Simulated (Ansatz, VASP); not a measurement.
**TiO2: VASP beside Ansatz**

Contents of POSCAR:

```
TiO2
1.0
    2.9533462489     -2.9540240039      0.0000000000
    2.9533462489      2.9540240039      0.0000000000
   -2.8742169907      0.0000000000      5.2350154844
Ti O
2 4
Direct
    0.1341100000      0.8658900000      0.2500000000
    0.8658900000      0.1341100000      0.7500000000
    0.3312210000      0.0887550000      0.6671490000
    0.6687790000      0.9112450000      0.3328510000
    0.9112450000      0.6687790000      0.8328510000
    0.0887550000      0.3312210000      0.1671490000
```

The input INCAR.step1:

```
SYSTEM = TiO2
ALGO = Normal ; EDIFF = 1E-4
ENCUT = 520 ; GGA = PE
ISMEAR = 0 ; ISPIN = 2
LASPH = .TRUE. ; LCHARG = .FALSE.
LDAU = .TRUE. ; LDAUJ = 0 0
LDAUL = 2 -1 ; LDAUTYPE = 2
LDAUU = 4 0 ; LMAXMIX = 4
LREAL = .FALSE. ; LWAVE = .TRUE.
MAGMOM = 2.5 2.5 0 0 0 0 ; NBANDS = 37
NELM = 150 ; PREC = Accurate
SIGMA = 0.02
```

The input INCAR.step2:

```
SYSTEM = TiO2
ALGO = Normal ; EDIFF = 1E-6
ENCUT = 520 ; ISIF = 2
ISMEAR = 0 ; ISPIN = 2
ISTART = 1 ; LASPH = .TRUE.
LCHARG = .FALSE. ; LDAU = .TRUE.
LDAUJ = 0 0 ; LDAUL = 2 -1
LDAUPRINT = 1 ; LDAUTYPE = 2
LDAUU = 4 0 ; LMAXMIX = 4
LMIXTAU = .TRUE. ; LORBIT = 11
LREAL = .FALSE. ; LWAVE = .FALSE.
MAGMOM = 2.5 2.5 0 0 0 0 ; METAGGA = R2SCAN
NBANDS = 37 ; NELM = 150
PREC = Accurate ; SIGMA = 0.02
```

Contents of KPOINTS:

```
k-points
0
G
  6 6 6
  0 0 0
```

Input for Ansatz:

```yaml
crystal:
  lattice:
    - [2.9533462489, -2.9540240039, 0.0]
    - [2.9533462489, 2.9540240039, 0.0]
    - [-2.8742169907, 0.0, 5.2350154844]
  atoms:
    - { symbol: Ti, position: [0.13411, 0.86589, 0.25], spin: 2.5 }
    - { symbol: Ti, position: [0.86589, 0.13411, 0.75], spin: 2.5 }
    - { symbol: O, position: [0.331221, 0.088755, 0.667149] }
    - { symbol: O, position: [0.668779, 0.911245, 0.332851] }
    - { symbol: O, position: [0.911245, 0.668779, 0.832851] }
    - { symbol: O, position: [0.088755, 0.331221, 0.167149] }
basis:
  ecutwfc: 500
kpoints:
  mp_grid: { grid: [6, 6, 6] }
hamiltonian:
  xc: r2scan
  hubbard: { sites: [{ species: Ti, l: d, u_eff: 4.0 }] }
scf:
  occupations: { method: gaussian, width: 0.02 }
output:
  forces: true
  stress: true
  eigenvalues: true
  populations: true
  write_density: true
  write_potential: true
  elf: true
  volumetric_format: npy
magnetization:
  spin_polarized: true
```

Alike in both runs: task single point; functional r2SCAN; k mesh 6 × 6 × 6; occupations gaussian, width 0.02 eV; collinear spin; Hubbard terms Ti d U = 4.0 eV.

|  | VASP | Ansatz |
| --- | --- | --- |
| version | VASP 6.6.1 | Ansatz 0.2.0 |
| potentials or method | VASP PAW PBE potentials, release 64 (Ti_sv, O), cutoff 520 eV | scalar-relativistic, plane waves, PAW |
| valence electrons in the cell | 48 | 48 |

```tsv
	VASP	Ansatz	Ansatz less VASP
gap on the k mesh at the Fermi level (eV)	2.24	2.17	-0.073
least direct gap on the mesh (eV)	2.52	2.45	-0.069
rms of the force components (eV/Å)	0.573	0.624	+0.0516
net moment per atom (μB)	0.00	0.00	0.000
```

VASP's potentials were made for PBE, not for r2SCAN. The programs project onto different local orbitals, so the same U acts differently, and such runs can settle in different states. Atom by atom the forces differ by 0.059 eV/Å (rms over components). Ansatz's warnings: given moment on shells, seeded moment not kept, stability check not made.
